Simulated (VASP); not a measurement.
A run of VASP 6.6.1:

The input INCAR:

```
PREC     = Accurate       # precision mode
ENCUT    = 520            # plane-wave cutoff, eV
EDIFF    = 1E-6           # SCF threshold, eV
ISMEAR   = -1             # smearing method
SIGMA    = 0.1            # smearing width, eV
LREAL    = False          # projectors in reciprocal space
LASPH    = True           # aspherical terms in the spheres
NELM     = 60             # most SCF steps
ALGO     = Normal         # electronic algorithm
ISIF     = 2              # what is computed and relaxed
LWAVE    = False          # write WAVECAR
LCHARG   = True           # write CHGCAR
GGA      = PE             # functional
LELF     = True           # ELF
LVHAR    = True         
NBANDS   = 25             # bands
```

Contents of KPOINTS:

```
regular mesh
0
Gamma
  7 7 10
```

POSCAR

```
SiO2
1.0
    3.8971974887      0.0000000000      0.0000000000
    0.0000000000      3.8971974887      0.0000000000
    0.0000000000      0.0000000000      2.5431771890
Si O
2 4
Direct
    0.0000000000      0.0000000000      0.0000000000
    0.5000000000      0.5000000000      0.5000000000
    0.3010227828      0.3010227828      0.0000000000
    0.6989772172      0.6989772172      0.0000000000
    0.8010227828      0.1989772172      0.5000000000
    0.1989772172      0.8010227828      0.5000000000
```

Potentials or basis: VASP PAW PBE potentials, release 64 (Si, O).

Launch:

```sh
$ cat potpaw_PBE.64/Si/POTCAR potpaw_PBE.64/O/POTCAR > POTCAR
$ mpirun -np 1 vasp_std > vasp.out
```

Hardware: 1 thread of Intel(R) Xeon(R) 6975P-C (Granite Rapids), with other jobs on the host.

Estimate the wall time of this run.

Run time: 20 s on 1 thread of Intel(R) Xeon(R) 6975P-C (Granite Rapids), on a shared host, peak memory 0.17 GiB. Counts: scf iterations 12, k points 60.
